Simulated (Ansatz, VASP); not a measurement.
One calculation of LiH, two programs

```
CELL_PARAMETERS angstrom
0.00000 2.00196 2.00196
2.00196 0.00000 2.00196
2.00196 2.00196 0.00000
ATOMIC_POSITIONS crystal
Li 0.00000 0.00000 0.00000
H 0.50000 0.50000 0.50000
```

Alike in both runs: task single point; functional r2SCAN; k mesh 10 × 10 × 10; occupations gaussian, width 0.05 eV; no spin polarisation.

|  | VASP | Ansatz |
| --- | --- | --- |
| version | VASP 6.6.1 | Ansatz 0.2.0 |
| potentials or method | VASP PAW PBE potentials, release 64 (Li_sv, H), cutoff 830 eV | scalar-relativistic, plane waves, PAW |
| valence electrons in the cell | 4 | 4 |

```tsv
	VASP	Ansatz	Ansatz less VASP
gap on the k mesh at the Fermi level (eV)	3.58	3.63	+0.053
least direct gap on the mesh (eV)	3.58	3.63	+0.053
pressure (GPa)	0.0	0.0	+0.04
```

VASP's potentials were made for PBE, not for r2SCAN.
